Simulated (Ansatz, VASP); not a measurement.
**WS2 in VASP and in Ansatz**

The input INCAR:

```
SYSTEM = WS2
ALGO = Normal
EDIFF = 1E-7
ENCUT = 520
GGA = PE
ISIF = 2
ISMEAR = 0
LASPH = .TRUE.
LCHARG = .FALSE.
LREAL = .FALSE.
LWAVE = .FALSE.
NBANDS = 20
NELM = 60
PREC = Accurate
SIGMA = 0.15
```

File KPOINTS:

```
k-points
0
G
  12 12 2
  0 0 0
```

Contents of POSCAR:

```
WS2
1.0
    3.1835160000      0.0000000000      0.0000000000
   -1.5917580000      2.7570060000      0.0000000000
    0.0000000000      0.0000000000     16.9505780000
W S
1 2
Direct
    0.3424011409      0.6848022819      0.0000000000
    0.6666666667      0.3333333333      0.9079990000
    0.6666666667      0.3333333333      0.0920010000
```

Input for Ansatz:

```yaml
crystal:
  lattice:
    - [3.183516, 0.0, 0.0]
    - [-1.591758, 2.757006, 0.0]
    - [0.0, 0.0, 16.950578]
  atoms:
    - { symbol: W, position: [0.34240114094782526, 0.6848022818956505, 0.0] }
    - { symbol: S, position: [0.6666666666666666, 0.3333333333333333, 0.907999] }
    - { symbol: S, position: [0.6666666666666666, 0.3333333333333333, 0.092001] }
kpoints:
  mp_grid:
    grid: [12, 12, 2]
hamiltonian:
  xc: pbe
scf:
  occupations:
    method: gaussian
    width: 0.15
output:
  forces: true
```

Alike in both runs: task single point; functional PBE; k mesh 12 × 12 × 2; occupations gaussian, width 0.15 eV; no spin polarisation.

|  | VASP | Ansatz |
| --- | --- | --- |
| version | VASP 6.6.1 | Ansatz 0.2.0 |
| potentials or method | VASP PAW PBE potentials, release 64 (W_sv, S) | plane waves, PAW |
| plane-wave cutoff (eV) | 520 | 420 |
| valence electrons in the cell | 26 | 26 |

|  | VASP | Ansatz | Ansatz less VASP |
| --- | --- | --- | --- |
| rms of the force components (eV/Å) | 0.463 | 0.463 | +0.0001 |

Atom by atom the forces differ by 0.002 eV/Å (rms over components). The functional is the same, so the differences come from potentials, cutoffs and numerics.

Neither program's run includes spin-orbit coupling.
